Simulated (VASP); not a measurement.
Write the native input for VASP 6.6.1 that does the following.

- Task: single point
- Functional: r2SCAN
- Potentials or basis: VASP PAW PBE potentials, release 64 (Na_pv, H)
- Cutoff: 520 eV
- k mesh: 8 × 8 × 8
- Occupations: fermi-dirac, width 0.2 eV
- Spin: no spin polarisation
- Dipole correction: no
- Further INCAR settings: ALGO = Normal; EDIFF = 1e-07; NBANDS = 11

The system is NaH.

```xyz
2
Lattice="-0.1798 2.3970 2.4390 2.3970 -0.1798 2.4390 2.2173 2.2173 0.0000" Properties=species:S:1:pos:R:3 pbc="T T T"
Na    0.0000    0.0000    0.0000
H     2.2173    2.2173    2.4390
```

This cell differs from its parent crystal: engineering shear strain xy -0.1500, normal strain along z +0.0175.

The input as run:

POSCAR

```
NaH
1.0
   -0.1797773728      2.3970316378      2.4389796915
    2.3970316378     -0.1797773728      2.4389796915
    2.2172542650      2.2172542650      0.0000000000
Na H
1 1
Direct
    0.0000000000      0.0000000000      0.0000000000
    0.5000000000      0.5000000000      0.5000000000
```

INCAR.step1

```
SYSTEM = NaH
PREC = Accurate ; ENCUT = 520
ISMEAR = -1 ; SIGMA = 0.2
LREAL = .FALSE. ; LASPH = .TRUE.
NELM = 60 ; NBANDS = 11
GGA = PE ; ALGO = Normal
EDIFF = 1E-4 ; LWAVE = .TRUE.
LCHARG = .FALSE.
```

INCAR.step2

```
SYSTEM = NaH
PREC = Accurate ; ENCUT = 520
EDIFF = 1E-7 ; ISMEAR = -1
SIGMA = 0.2 ; LREAL = .FALSE.
LASPH = .TRUE. ; NELM = 60
ALGO = Normal ; ISIF = 2
LWAVE = .FALSE. ; LCHARG = .FALSE.
METAGGA = R2SCAN ; LMIXTAU = .TRUE.
NBANDS = 11 ; ISTART = 1
```

KPOINTS

```
regular mesh
0
G
  8 8 8
  0 0 0
```

Potentials or basis: VASP PAW PBE potentials, release 64 (Na_pv, H).

Command:

```sh
$ cat potpaw_PBE.64/Na_pv/POTCAR potpaw_PBE.64/H/POTCAR > POTCAR
$ cp INCAR.step1 INCAR
$ mpirun -np 1 vasp_std > vasp.out
$ cp INCAR.step2 INCAR
$ mpirun -np 1 vasp_std > vasp.out
```

Results of the run:

- Pressure: -0.6 GPa
- Band gap on the k mesh: 3.84 eV (least direct gap 5.09 eV)

Caveat: the cell differs from its parent crystal (engineering shear strain xy -0.1500, normal strain along z +0.0175); the PAW data sets were made with another functional, which shifts forces and pressure a little.

It took 59 s on 1 thread of Intel(R) Xeon(R) 6975P-C (Granite Rapids) (shared host), peak memory 0.16 GiB.
